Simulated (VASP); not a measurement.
# AlN (F-43m) in VASP: notebook, part 2 of 2

VASP 6.6.1. Earlier steps stand in the parts before.

## Step 3: Single point, HF

This run uses another cell than the first one, of 10.00 Å³/atom, 1.021 times its volume.

Contents of POSCAR:

```
AlN
1.0
    0.0000000000      2.1544765148      2.1544765148
    2.1544765148      0.0000000000      2.1544765148
    2.1544765148      2.1544765148      0.0000000000
Al N
1 1
Direct
    0.0000000000      0.0000000000      0.0000000000
    0.2500000000      0.2500000000      0.2500000000
```

Contents of INCAR.step1:

```
PREC     = Accurate       # precision mode
ENCUT    = 520            # plane-wave cutoff, eV
EDIFF    = 1E-5           # SCF threshold, eV
ISMEAR   = -1             # smearing method
SIGMA    = 0.05           # smearing width, eV
LREAL    = False          # projectors in reciprocal space
LASPH    = True           # aspherical terms in the spheres
NELM     = 100            # most SCF steps
ALGO     = Normal         # electronic algorithm
ISIF     = 2              # what is computed and relaxed
LWAVE    = True           # write WAVECAR
LCHARG   = False          # write CHGCAR
NBANDS   = 11             # bands
GGA      = PE             # functional
```

Contents of INCAR.step2:

```
PREC     = Accurate       # precision mode
ENCUT    = 520            # plane-wave cutoff, eV
EDIFF    = 1E-6           # SCF threshold, eV
ISMEAR   = -1             # smearing method
SIGMA    = 0.05           # smearing width, eV
LREAL    = False          # projectors in reciprocal space
LASPH    = True           # aspherical terms in the spheres
NELM     = 100            # most SCF steps
ALGO     = Normal         # electronic algorithm
ISIF     = 2              # what is computed and relaxed
LWAVE    = False          # write WAVECAR
LCHARG   = False          # write CHGCAR
GGA      = PE             # functional
LHFCALC  = True           # exact exchange
AEXX     = 1.0            # exact-exchange fraction
ALDAC    = 0.0          
AGGAC    = 0.0          
PRECFOCK = Normal       
NBANDS   = 11             # bands
ISTART   = 1
```

Contents of KPOINTS:

```
regular mesh
0
Gamma
  5 5 5
```

Potentials or basis: VASP PAW PBE potentials, release 64 (Al, N).

On the command line:

```console
$ cat potpaw_PBE.64/Al/POTCAR potpaw_PBE.64/N/POTCAR > POTCAR
$ cp INCAR.step1 INCAR
$ mpirun -np 1 vasp_std > vasp.out
$ cp INCAR.step2 INCAR
$ mpirun -np 1 vasp_std > vasp.out
```

Wall time 86 s (1 thread of Intel Xeon 6975P-C (Granite Rapids), shared host); peak memory 0.13 GiB.

The run converged. Its results:

- Free energy: -27.3663 eV
- Pressure: 8.1 GPa
- Band gap on the k mesh: 12.94 eV, direct

Levels at points of the mesh, in eV from the valence-band top:
| k point | band 1 | band 2 | band 3 | band 4 | band 5 | band 6 | band 7 | band 8 |
| --- | --- | --- | --- | --- | --- | --- | --- | --- |
| (0.00, 0.00, 0.00) | -21.32 | 0.00 | 0.00 | 0.00 | 12.94 | 19.85 | 23.52 | 23.52 |

Caveat: the k points lie up to 0.51 Å⁻¹ apart; the PAW data sets were made with another functional, which shifts forces and pressure a little. A k mesh can miss the band edges.

## Step 4: Single point, HF

This run uses another cell than the first one, of 10.21 Å³/atom, 1.043 times its volume.

Contents of POSCAR:

```
AlN
1.0
    0.0000000000      2.1693354430      2.1693354430
    2.1693354430      0.0000000000      2.1693354430
    2.1693354430      2.1693354430      0.0000000000
Al N
1 1
Direct
    0.0000000000      0.0000000000      0.0000000000
    0.2500000000      0.2500000000      0.2500000000
```

Contents of INCAR.step1:

```
PREC = Accurate
ENCUT = 520
EDIFF = 1E-5
ISMEAR = -1
SIGMA = 0.05
LREAL = False
LASPH = True
NELM = 100
ALGO = Normal
ISIF = 2
LWAVE = True
LCHARG = False
GGA = PE
NBANDS = 11
```

Contents of INCAR.step2:

```
PREC = Accurate
ENCUT = 520
EDIFF = 1E-6
ISMEAR = -1
SIGMA = 0.05
LREAL = False
LASPH = True
NELM = 100
ALGO = Normal
ISIF = 2
LWAVE = False
LCHARG = False
GGA = PE
LHFCALC = True
AEXX = 1.0
ALDAC = 0.0
AGGAC = 0.0
PRECFOCK = Normal
ISTART = 1
NBANDS = 11
```

KPOINTS is that of step 3.

On the command line:

```console
$ cat potpaw_PBE.64/Al/POTCAR potpaw_PBE.64/N/POTCAR > POTCAR
$ cp INCAR.step1 INCAR
$ mpirun -np 1 vasp_std > vasp.out
$ cp INCAR.step2 INCAR
$ mpirun -np 1 vasp_std > vasp.out
```

It took 1.8 min on 1 thread of Intel Xeon 6975P-C (Granite Rapids), shared host; peak memory 0.14 GiB.

It converged, with:

- Free energy: -27.3815 eV
- Pressure: 3.0 GPa
- Band gap on the k mesh: 12.67 eV, direct

Levels at points of the mesh, in eV from the valence-band top:
```csv
k point,band 1,band 2,band 3,band 4,band 5,band 6,band 7,band 8,band 9
"(0.00, 0.00, 0.00)",-21.17,0.00,0.00,0.00,12.67,19.70,23.25,23.25,23.25
```

Caveat: the k points lie up to 0.50 Å⁻¹ apart; the PAW data sets were made with another functional, which shifts forces and pressure a little. A k mesh can miss the band edges.

## Step 5: Single point, HF

This run uses another cell than the first one, of 10.42 Å³/atom, 1.064 times its volume.

Contents of POSCAR:

```
AlN
1.0
    0.0000000000      2.1839935596      2.1839935596
    2.1839935596      0.0000000000      2.1839935596
    2.1839935596      2.1839935596      0.0000000000
Al N
1 1
Direct
    0.0000000000      0.0000000000      0.0000000000
    0.2500000000      0.2500000000      0.2500000000
```

Contents of INCAR.step1:

```
SYSTEM = AlN
PREC = Accurate
ENCUT = 520
EDIFF = 1E-5
ISMEAR = -1
SIGMA = 0.05
LREAL = .False.
LASPH = .True.
NELM = 80
ALGO = Normal
ISIF = 2
LWAVE = .True.
LCHARG = .False.
NBANDS = 11
GGA = PE
```

Contents of INCAR.step2:

```
SYSTEM = AlN
PREC = Accurate
ENCUT = 520
EDIFF = 1E-6
ISMEAR = -1
SIGMA = 0.05
LREAL = .False.
LASPH = .True.
NELM = 80
ALGO = Normal
ISIF = 2
LWAVE = .False.
LCHARG = .False.
GGA = PE
LHFCALC = .True.
AEXX = 1.0
ALDAC = 0.0
AGGAC = 0.0
PRECFOCK = Normal
NBANDS = 11
ISTART = 1
```

Contents of KPOINTS:

```
Automatic mesh
0
Gamma
  5 5 5
  0 0 0
```

Potentials or basis: VASP PAW PBE potentials, release 64 (Al, N).

On the command line:

```console
$ cat potpaw_PBE.64/Al/POTCAR potpaw_PBE.64/N/POTCAR > POTCAR
$ cp INCAR.step1 INCAR
$ mpirun -np 1 vasp_std > vasp.out
$ cp INCAR.step2 INCAR
$ mpirun -np 1 vasp_std > vasp.out
```

OUTCAR:

```text
SYSTEM = AlN
   PREC = Accurate
   ENCUT = 520
   EDIFF = 1E-6
   ISMEAR = -1
   LREAL = .False.
   LASPH = .True.
   NELM = 80
   ISIF = 2
   GGA = PE
   LHFCALC = .True.
   AEXX = 1.0
   PRECFOCK = Normal
   ISTART = 1

 ion  position               nearest neighbor table
   1  0.000  0.000  0.000-   2 1.89   2 1.89   2 1.89   2 1.89
   2  0.250  0.250  0.250-   1 1.89   1 1.89   1 1.89   1 1.89

  LATTYP: Found a face centered cubic cell.
 ALAT       =     4.3679871192

[... 318 lines left out ...]

------------------------ aborting loop because EDIFF is reached ----------------------------------------

  FORCE on cell =-STRESS in cart. coord.  units (eV):
  Direction    XX          YY          ZZ          XY          YZ          ZX
  --------------------------------------------------------------------------------------
  -------------------------------------------------------------------------------------
  Total       -0.2115193     -0.2115193     -0.2115193      0.0000000     -0.0000000      0.0000000
  in kB      -16.2658406    -16.2658406    -16.2658406      0.0000000     -0.0000000      0.0000000
  external PRESSURE =     -16.2658406 kB  Pullay stress =       0.0000000 kB

 VOLUME and BASIS-vectors are now :
 -----------------------------------------------------------------------------
  energy-cutoff  :      520.00
  volume of cell :       20.83
      direct lattice vectors                 reciprocal lattice vectors
     0.000000000  2.183993560  2.183993560    -0.228938404  0.228938404  0.228938404
     2.183993560  0.000000000  2.183993560     0.228938404 -0.228938404  0.228938404
     2.183993560  2.183993560  0.000000000     0.228938404  0.228938404 -0.228938404

 POSITION                                       TOTAL-FORCE (eV/Angst)
 -----------------------------------------------------------------------------------
      0.00000      0.00000      0.00000         0.000000      0.000000      0.000000
      1.09200      1.09200      1.09200        -0.000000     -0.000000     -0.000000
 -----------------------------------------------------------------------------------
    total drift:                                0.000001      0.000001     -0.000000

  FREE ENERGIE OF THE ION-ELECTRON SYSTEM (eV)
  ---------------------------------------------------
  free  energy   TOTEN  =       -27.3838363485 eV

  energy  without entropy=      -27.3838363485  energy(sigma->0) =      -27.38383635
```

It took 97 s on 1 thread of Intel Xeon 6975P-C (Granite Rapids), shared host; peak memory 0.14 GiB.

What came out:

```
Free energy            : -27.3838 eV
Pressure               : -1.6 GPa
Band gap on the k mesh : 12.40 eV, direct
```

Caveat: the k points lie up to 0.50 Å⁻¹ apart; the PAW data sets were made with another functional, which shifts forces and pressure a little.

## Step 6: The runs side by side

```csv
cell,gap on the mesh (eV),pressure (GPa)
"a = 3.026 Å, angles 60.0°, 2 atoms",13.16,13.8
"a = 3.047 Å, angles 60.0°, 2 atoms",12.94,8.1
"a = 3.068 Å, angles 60.0°, 2 atoms",12.67,3.0
"a = 3.089 Å, angles 60.0°, 2 atoms",12.40,-1.6
```

Alike in all rows: task single point; level HF; potentials or basis VASP PAW PBE potentials, release 64 (Al, N); no spin polarisation; k mesh 5 × 5 × 5; cutoff (eV) 520; smearing fermi-dirac 0.05 eV.

Caveats: all runs use coarse meshes; the PAW data sets were made with another functional, which shifts forces and pressure a little.

Absolute energies hang on the potentials; compare differences alone.
